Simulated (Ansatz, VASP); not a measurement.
## Two plane-wave programs on TiAl

Contents of INCAR:

```
PREC     = Accurate       # precision mode
ENCUT    = 520            # plane-wave cutoff, eV
EDIFF    = 1E-6           # SCF threshold, eV
ISMEAR   = 0              # smearing method
SIGMA    = 0.15           # smearing width, eV
LREAL    = False          # projectors in reciprocal space
LASPH    = True           # aspherical terms in the spheres
NELM     = 60             # most SCF steps
ALGO     = Fast           # electronic algorithm
ISIF     = 2              # what is computed and relaxed
LWAVE    = False          # write WAVECAR
LCHARG   = False          # write CHGCAR
GGA      = PS             # functional
NBANDS   = 14             # bands
```

KPOINTS

```
Automatic mesh
0
Gamma
  18 18 10
```

Contents of POSCAR:

```
TiAl
1.0
    2.8672622327      0.0000000000      0.0000000000
   -1.4336311163      2.4831219328      0.0000000000
    0.0000000000      0.0000000000      4.8184254900
Ti Al
1 1
Direct
    0.0000000000      0.0000000000      0.0000000000
    0.3333333333      0.6666666667      0.5000000000
```

Input for Ansatz:

```yaml
crystal:
  lattice:
    - [2.8672622327, 0.0, 0.0]
    - [-1.4336311163, 2.4831219328, 0.0]
    - [0.0, 0.0, 4.81842549]
  atoms:
    - { symbol: Ti, position: [0.0, 0.0, 0.0] }
    - { symbol: Al, position: [0.3333333333, 0.6666666667, 0.5] }
basis:
  ecutwfc: 420
kpoints:
  mp_grid: { grid: [18, 18, 10] }
hamiltonian:
  xc: pbesol
scf:
  occupations: { method: gaussian, width: 0.15 }
output:
  forces: true
  stress: true
  eigenvalues: true
```

Change from the starting cell: strain +0.000 along x and y, +0.030 along z, atoms carried along.

Alike in both runs: task single point; functional PBEsol; k mesh 18 × 18 × 10; occupations gaussian, width 0.15 eV; no spin polarisation.

|  | VASP | Ansatz |
| --- | --- | --- |
| version | VASP 6.6.1 | Ansatz 0.2.0 |
| potentials or method | VASP PAW PBE potentials, release 64 (Ti_sv, Al), cutoff 520 eV | scalar-relativistic, plane waves, PAW |
| valence electrons in the cell | 15 | 15 |

```csv
,VASP,Ansatz,Ansatz less VASP
gap on the k mesh at the Fermi level (eV),none,none,-
pressure (GPa),-5.9,-5.9,-0.01
"traceless stress, the component that is largest in VASP (GPa)",-3.80,-3.85,-0.058
```

VASP's potentials were made for PBE, not for PBEsol. A gap of «none» marks a metal or a gap that the smearing closes.
